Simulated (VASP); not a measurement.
A run of VASP 6.6.1 is set up as follows.

Contents of INCAR:

```
PREC = Accurate ; ENCUT = 600
EDIFF = 1E-6 ; ISMEAR = 0
SIGMA = 0.1 ; LREAL = F
LASPH = T ; NELM = 150
ALGO = Normal ; ISIF = 3
LWAVE = F ; LCHARG = F
ISPIN = 2 ; MAGMOM = 0.39 0 0 0 0 0
LORBIT = 11 ; LMAXMIX = 4
GGA = PE ; IBRION = 2
NSW = 100 ; EDIFFG = -0.01
```

Contents of KPOINTS:

```
regular mesh
0
Gamma
  10 10 10
```

Contents of POSCAR:

```
TaSiO4
1.0
    4.1361397057      0.0000000000      0.0000000000
    0.0000000000      4.1361397057      0.0000000000
    0.0000000000      0.0000000000      4.1361397057
Ta Si O
1 1 4
Direct
    0.0000000000      0.0000000000      0.0000000000
    0.5000000000      0.5000000000      0.5000000000
    0.2701937040      0.2701937040      0.2701937040
    0.7298062960      0.7298062960      0.2701937040
    0.7298062960      0.2701937040      0.7298062960
    0.2701937040      0.7298062960      0.7298062960
```

Potentials or basis: VASP PAW PBE potentials, release 64 (Ta_pv, Si, O).

Launch:

```bash
$ cat potpaw_PBE.64/Ta_pv/POTCAR potpaw_PBE.64/Si/POTCAR potpaw_PBE.64/O/POTCAR > POTCAR
$ mpirun -np 1 vasp_std > vasp.out
```

(1) Predict the space group after relaxing (to 0.1 Å).

(2) Estimate the band gap on the k mesh.

(3) What does it give for the relaxed volume?

(4) Predict the relaxed cell.

Results:

(1) P-43m (No. 215).

(2) zero (filled and empty bands overlap).

(3) 11.83 Å³/atom.

(4) a = 4.140 Å, b = 4.140 Å, c = 4.140 Å, α = 90.00°, β = 90.00°, γ = 90.00°.

Caveat: spin-orbit coupling is left out, which moves the levels of the heavy elements.
